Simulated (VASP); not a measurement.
# BN: single point with r2SCAN

The system is BN.

```
B N
1.0
     0.00000    1.96065    1.52931
     1.96065    0.00000    1.52931
     1.96065    1.96065    0.00000
B N
1 1
Direct
  0.00000 0.00000 0.00000
  0.75000 0.75000 0.75000
```

This cell differs from its parent crystal: ratio of the length along z to the lengths across it x 0.78, volume and fractional coordinates fixed.

| Quantity | Value |
| --- | --- |
| Program | VASP 6.6.1 |
| Task | single point |
| Functional | r2SCAN |
| Potentials or basis | VASP PAW PBE potentials, release 64 (B_h, N_h) |
| Cutoff | 1460 eV |
| k mesh | 12 × 12 × 12 |
| Occupations | gaussian, width 0.05 eV |
| Spin | no spin polarisation |
| Dipole correction | no |
| Further INCAR settings | ALGO = Normal; EDIFF = 1e-06; NBANDS = 11 |

| Quantity | Value |
| --- | --- |
| Pressure | -2.1 GPa |
| Band gap on the k mesh | 1.78 eV (least direct gap 7.84 eV) |

Stress tensor (GPa, compression positive):
```
-39.59   0.00   0.00
  0.00 -39.59   0.00
  0.00   0.00  72.88
```

Levels at points of the mesh, in eV from the valence-band top:
```
           k point  band 2  band 3  band 4  band 5  band 6  band 7
(0.00, 0.00, 0.00)   -1.75   -1.75    0.00    7.85    9.57    9.57
(0.50, 0.00, 0.00)  -12.11   -4.71   -1.77    6.32    8.83   13.87
(0.50, 0.50, 0.00)   -8.25   -8.25   -7.73    1.78    4.65   18.10
(0.50, 0.00, 0.50)  -11.65   -4.73   -4.54    5.82   11.23   14.72
```

Wall time 4 min on 1 thread of Intel(R) Xeon(R) Platinum 8259CL CPU @ 2.50GHz (Skylake/Cascade Lake) (shared host), peak memory 0.25 GiB.

Caveat: the stress differs along the axes, from -40 to 73 GPa; the PAW data sets were made with another functional, which shifts forces and pressure a little. A k mesh can miss the band edges.
